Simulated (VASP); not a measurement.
# Al3BSb2 (P-62m) in VASP: notebook

Runs on Al3BSb2. Level: PBE. Tasks: single point, relaxation of cell and atoms.

Everything below comes from runs of VASP 6.6.1. Logs are shortened: lines on timing, memory, paths and dates and some standing lists are left out, and cuts for length are marked.

## Step 1: The cell of the first run

The structure is hexagonal, space group P-62m (No. 189). Conventional cell: a = 7.294 Å, b = 7.294 Å, c = 3.400 Å, α = 90.00°, β = 90.00°, γ = 120.00°. Within 2.7 Å of Al (site symmetry m2m) lie 1 B at 2.05 Å and 2 Sb at 2.64 Å. Within 2.7 Å of B (site symmetry -62m) lie 3 Al at 2.05 Å. Within 3.5 Å of Sb (site symmetry -6) lie 3 Al at 2.64 Å and 2 Sb at 3.40 Å.

The cell was built from a structure type or drawn by symmetry, and may not be a known phase.

## Step 2: Single point, PBE

INCAR reads:

```
PREC = Accurate
ENCUT = 500
EDIFF = 1E-6
ISMEAR = 0
SIGMA = 0.2
LREAL = False
LASPH = True
NELM = 120
ALGO = Normal
ISIF = 2
LWAVE = False
LCHARG = False
GGA = PE
NBANDS = 20
GGA_COMPAT = False
```

KPOINTS reads:

```
Automatic mesh
0
Gamma
  3 3 4
```

POSCAR reads:

```
Al3BSb2
1.0
    7.2944965248     -0.0000000035      0.0000000000
   -3.6472482593      6.3172193000      0.0000000000
    0.0000000000      0.0000000000      3.3998277464
Al B Sb
3 1 2
Direct
    0.2815530324      0.0000000000      0.0000000000
    0.0000000000      0.2815530324      0.0000000000
    0.7184469676      0.7184469676      0.0000000000
    0.0000000000      0.0000000000      0.0000000000
    0.3333333333      0.6666666667      0.0000000000
    0.6666666667      0.3333333333      0.0000000000
```

Potentials or basis: VASP PAW PBE potentials, release 64 (Al, B, Sb).

Command:

```bash
$ cat potpaw_PBE.64/Al/POTCAR potpaw_PBE.64/B/POTCAR potpaw_PBE.64/Sb/POTCAR > POTCAR
$ mpirun -np 1 vasp_std > vasp.out
```

OUTCAR:

```text
PREC = Accurate
   ENCUT = 500
   EDIFF = 1E-6
   ISMEAR = 0
   LREAL = False
   LASPH = True
   NELM = 120
   ISIF = 2
   GGA = PE

 ion  position               nearest neighbor table
   1  0.282  0.000  0.000-   4 2.05   5 2.64   6 2.64
   2  0.000  0.282  0.000-   4 2.05   6 2.64   5 2.64
   3  0.718  0.718  0.000-   4 2.05   6 2.64   5 2.64
   4  0.000  0.000  0.000-   2 2.05   3 2.05   1 2.05
   5  0.333  0.667  0.000-   1 2.64   2 2.64   3 2.64
   6  0.667  0.333  0.000-   2 2.64   1 2.64   3 2.64

  LATTYP: Found a hexagonal cell.
 ALAT       =     7.2944965248
 C/A-ratio  =     0.4660812072

  Lattice vectors:

 A1 = (   7.2944965248,  -0.0000000035,   0.0000000000)
 A2 = (  -3.6472482593,   6.3172193000,   0.0000000000)
 A3 = (   0.0000000000,   0.0000000000,   3.3998277464)

Analysis of symmetry for initial positions (statically):
=====================================================================
 Subroutine PRICEL returns:
 Original cell was already a primitive cell.

 Routine SETGRP: Setting up the symmetry group for a
 hexagonal supercell.

 Subroutine GETGRP returns: Found 12 space group operations
 (whereof 12 operations were pure point group operations)
 out of a pool of 24 trial point group operations.

The static configuration has the point symmetry D_3h.

Analysis of symmetry for dynamics (positions and initial velocities):
=====================================================================
 Subroutine PRICEL returns:
 Original cell was already a primitive cell.

 Routine SETGRP: Setting up the symmetry group for a
 hexagonal supercell.

 Subroutine GETGRP returns: Found 12 space group operations
 (whereof 12 operations were pure point group operations)
 out of a pool of 24 trial point group operations.

The dynamic configuration has the point symmetry D_3h.

 Subroutine INISYM returns: Found 12 space group operations
 (whereof 12 operations are pure point group operations),
 and found     1 'primitive' translations

----------------------------------------------------------------------------------------

                                     Primitive cell

  volume of cell :     156.6672

  direct lattice vectors                    reciprocal lattice vectors
     7.294496525 -0.000000003  0.000000000     0.137089653  0.079148748  0.000000000
    -3.647248259  6.317219300  0.000000000     0.000000000  0.158297497  0.000000000
     0.000000000  0.000000000  3.399827746     0.000000000  0.000000000  0.294132549

  length of vectors
     7.294496525  7.294496525  3.399827746     0.158297497  0.158297497  0.294132549

  position of ions in fractional coordinates (direct lattice)
     0.281553032  0.000000000  0.000000000
     0.000000000  0.281553032  0.000000000
     0.718446968  0.718446968  0.000000000
     0.000000000  0.000000000  0.000000000
     0.333333333  0.666666667  0.000000000
     0.666666667  0.333333333  0.000000000

  ion indices of the primitive-cell ions
   primitive index   ion index
                 1           1
                 2           2
                 3           3
                 4           4
                 5           5
                 6           6

----------------------------------------------------------------------------------------

 KPOINTS: Automatic mesh

Automatic generation of k-mesh.
 Grid dimensions read from file:
 generate k-points for:    3    3    4

 Generating k-lattice:

  Cartesian coordinates                     Fractional coordinates (reciprocal lattice)
     0.045696551  0.026382916  0.000000000     0.333333333  0.000000000  0.000000000
     0.000000000  0.052765832  0.000000000     0.000000000  0.333333333  0.000000000
     0.000000000  0.000000000  0.073533137     0.000000000  0.000000000  0.250000000

  Length of vectors
     0.052765832  0.052765832  0.073533137

  Shift w.r.t. Gamma in fractional coordinates (k-lattice)
     0.000000000  0.000000000  0.000000000

 Subroutine IBZKPT returns following result:
 ===========================================

 Found      9 irreducible k-points:

 Following reciprocal coordinates:
            Coordinates               Weight
  0.000000  0.000000  0.000000      1.000000
  0.333333  0.000000  0.000000      6.000000
  0.333333  0.333333  0.000000      2.000000
  0.000000  0.000000  0.250000      2.000000
  0.333333  0.000000  0.250000     12.000000
  0.333333  0.333333  0.250000      4.000000
  0.000000  0.000000  0.500000      1.000000
  0.333333  0.000000  0.500000      6.000000
  0.333333  0.333333  0.500000      2.000000
   k-points           NKPTS =      9   k-points in BZ     NKDIM =      9   number of bands    NBANDS=     20
   number of dos      NEDOS =    301   number of ions     NIONS =      6
   total plane-waves  NPLWV =  81648
   dimension x,y,z NGX =    54 NGY =   54 NGZ =   28
   dimension x,y,z NGXF=   108 NGYF=  108 NGZF=   56
   ions per type =               3   1   2
   NGX,Y,Z   is equivalent  to a cutoff of  12.31, 12.31, 13.69 a.u.
   NGXF,Y,Z  is equivalent  to a cutoff of  24.61, 24.61, 27.38 a.u.
 SYSTEM =  unknown system
   PREC   = accura    normal or accurate (medium, high low for compatibility)
   ISTART =      0    job   : 0-new  1-cont  2-samecut
   ICHARG =      2    charge: 1-file 2-atom 10-const
   ISPIN  =      1    spin polarized calculation?
   LNONCOLLINEAR =      F non collinear calculations
   LSORBIT =      F    spin-orbit coupling
   LASPH  =      T    aspherical Exc in radial PAW
   ENCUT  =  500.0 eV  36.75 Ry    6.06 a.u.  13.30 13.30  6.20*2*pi/ulx,y,z
   NELM   =    120;   NELMIN=  2; NELMDL= -5     # of ELM steps
   EDIFF  = 0.1E-05   stopping-criterion for ELM
   LREAL  =      F    real-space projection
   EDIFFG = 0.1E-04   stopping-criterion for IOM
   NSW    =      0    number of steps for IOM
   IBRION =     -1    ionic relax: 0-MD 1-quasi-New 2-CG
   NFREE  =      0    steps in history (QN), initial steepest desc. (CG)
   ISIF   =      2    stress and relaxation
   ISYM   =      2    0-nonsym 1-usesym 2-fastsym
   POTIM  = 0.5000    time-step for ionic-motion
   TEBEG  =    0.0;   TEEND  =   0.0 temperature during run
   PSTRESS=    0.0 pullay stress
   NELECT =      22.0000    total number of electrons
   NUPDOWN=      -1.0000    fix difference up-down
   EMIN   =  10.00;   EMAX   =-10.00  energy-range for DOS
   EFERMI =   0.00;   METHOD = LEGACY
   ISMEAR =     0;   SIGMA  =   0.20  broadening in eV -4-tet -1-fermi 0-gaus
   EFERMI_NEDOS =   21; number of points for ismear=-14 and -15
   IALGO  =     38    algorithm
   IMIX   =      4    mixing-type and parameters
     AMIX     =   0.40;   BMIX     =  1.00
     AMIX_MAG =   1.60;   BMIX_MAG =  1.00
  volume/ion in A,a.u.               =      26.11       176.21
  Fermi-wavevector in a.u.,A,eV,Ry     =   0.850922  1.608009  9.851543  0.724068
  Thomas-Fermi vector in A             =   1.966974
   LORBIT       =      0    0 simple, 1 ext, 2 COOP (PROOUT), +10 PAW based schemes
   GGA     = PE    functional components
   LHFCALC =     F    Hartree Fock is set to
   AEXX    =    0.0000 exact exchange contribution
   IVDW    =     0    specifies the selected vdW correction
   LEPSILON=     F    determine dielectric tensor
   LRPA    =     F    only Hartree local field effects (RPA)
 non-spin polarized calculation
 Gauss-broadening in eV      SIGMA  =   0.20
  energy-cutoff  :      500.00
  volume of cell :      156.67
 maximum number of plane-waves:      3994
 NGX is ok and might be reduce to    54
   NGX = 27   NGY = 27   NGZ = 13

 number of electron      22.0000000 magnetization

 Free energy of the ion-electron system (eV)
  ---------------------------------------------------
  ext. energy  EPLUGINS =         0.00000000
  ---------------------------------------------------
  free energy    TOTEN  =       -23.52298222 eV

  energy without entropy =      -23.46667694  energy(sigma->0) =      -23.49482958

 E-fermi :   4.0875     XC(G=0):  -8.6302

 val. band max:        4.0276754403   @ k =   0.3333   0.0000   0.5000
 cond. band min:       4.1223180136   @ k =   0.0000   0.0000   0.2500
 fundamental gap:      0.0946425733
 Fermi energy:         4.0874574531

 k-point     1 :       0.0000    0.0000    0.0000
  band No.  band energies     occupation
      1      -6.4140      2.00000
      2      -5.1779      2.00000
      3      -3.1398      2.00000
      4      -1.5963      2.00000
      5      -1.5963      2.00000
      6       0.4252      2.00000
[... 12 lines left out ...]
     19       9.6787      0.00000
     20      10.1808      0.00000

 k-point     2 :       0.3333    0.0000    0.0000
  band No.  band energies     occupation
      1      -6.1755      2.00000
      2      -5.4948      2.00000
      3      -3.5791      2.00000
      4      -1.6354      2.00000
      5      -0.8506      2.00000
      6       1.1357      2.00000
[... 12 lines left out ...]
     19      10.3459      0.00000
     20      10.6645      0.00000

 k-point     3 :       0.3333    0.3333    0.0000
  band No.  band energies     occupation
      1      -5.8416      2.00000
      2      -5.8416      2.00000
      3      -3.8543      2.00000
      4      -0.7119      2.00000
      5      -0.7119      2.00000
      6      -0.3990      2.00000
[... 12 lines left out ...]
     19      10.7259      0.00000
     20      10.7259      0.00000

 k-point     4 :       0.0000    0.0000    0.2500
  band No.  band energies     occupation
      1      -5.8061      2.00000
      2      -4.5755      2.00000
      3      -2.6567      2.00000
      4      -0.9698      2.00000
      5      -0.9698      2.00000
      6       0.9650      2.00000
[... 84 lines left out ...]
 k-point     8 :       0.3333    0.0000    0.5000
  band No.  band energies     occupation
      1      -4.6565      2.00000
      2      -3.9886      2.00000
      3      -2.3130      2.00000
      4      -0.0708      2.00000
      5       0.3525      2.00000
      6       0.6514      2.00000
[... 12 lines left out ...]
     19       8.4773      0.00000
     20       8.8560      0.00000

 k-point     9 :       0.3333    0.3333    0.5000
  band No.  band energies     occupation
      1      -4.3270      2.00000
      2      -4.3270      2.00000
      3      -2.5450      2.00000
      4       0.7870      2.00000
      5       0.7870      2.00000
      6       0.8317      2.00000
[... 12 lines left out ...]
     19       9.8732      0.00000
     20       9.9242      0.00000

------------------------ aborting loop because EDIFF is reached ----------------------------------------

  FORCE on cell =-STRESS in cart. coord.  units (eV):
  Direction    XX          YY          ZZ          XY          YZ          ZX
  --------------------------------------------------------------------------------------
  -------------------------------------------------------------------------------------
  Total        0.7083085      0.7083085      0.0815529      0.0000000     -0.0000000      0.0000000
  in kB        7.2436066      7.2436066      0.8340106      0.0000000     -0.0000000      0.0000000
  external PRESSURE =       5.1070746 kB  Pullay stress =       0.0000000 kB

 VOLUME and BASIS-vectors are now :
 -----------------------------------------------------------------------------
  energy-cutoff  :      500.00
  volume of cell :      156.67
      direct lattice vectors                 reciprocal lattice vectors
     7.294496525 -0.000000003  0.000000000     0.137089653  0.079148748  0.000000000
    -3.647248259  6.317219300  0.000000000     0.000000000  0.158297497  0.000000000
     0.000000000  0.000000000  3.399827746     0.000000000  0.000000000  0.294132549

 POSITION                                       TOTAL-FORCE (eV/Angst)
 -----------------------------------------------------------------------------------
      2.05379     -0.00000      0.00000         0.010192     -0.000000      0.000000
     -1.02689      1.77863      0.00000        -0.005096      0.008827     -0.000000
      2.62035      4.53859      0.00000        -0.005096     -0.008827      0.000000
      0.00000      0.00000      0.00000         0.000000      0.000000      0.000000
      0.00000      4.21148      0.00000        -0.000000      0.000000      0.000000
      3.64725      2.10574      0.00000         0.000000      0.000000      0.000000
 -----------------------------------------------------------------------------------
    total drift:                               -0.000000     -0.000000      0.000000

  FREE ENERGIE OF THE ION-ELECTRON SYSTEM (eV)
  ---------------------------------------------------
  free  energy   TOTEN  =       -23.5229822176 eV

  energy  without entropy=      -23.4666769388  energy(sigma->0) =      -23.49482958
```

Wall time 55 s (1 thread of Intel Xeon 8259CL, shared host); peak memory 0.27 GiB.

Results:

```
Free energy            : -23.5230 eV
Pressure               : 0.5 GPa
Largest force          : 0.010 eV/Å
Band gap on the k mesh : zero (bands 11 and 12 overlap by 2.75 eV)
```

Forces on the atoms (eV/Å):
```
Al   0.010  0.000  0.000
Al  -0.005  0.009  0.000
Al  -0.005 -0.009  0.000
B    0.000  0.000  0.000
Sb   0.000  0.000  0.000
Sb   0.000  0.000  0.000
```

Levels at points of the mesh, in eV from the Fermi level:
```tsv
k point	band 8	band 9	band 10	band 11	band 12	band 13	band 14	band 15
(0.00, 0.00, 0.00)	-0.77	-0.77	0.49	2.03	3.27	3.71	3.71	3.73
(0.00, 0.00, 0.50)	-2.37	-2.37	-1.32	-0.21	-0.21	0.13	0.13	2.95
```

Caveat: the k points lie up to 0.46 Å⁻¹ apart, too coarse for converged energies and pressures of a metal; spin-orbit coupling is left out, which moves the levels of the heavy elements.

(Part 1 of 2 ends here.)
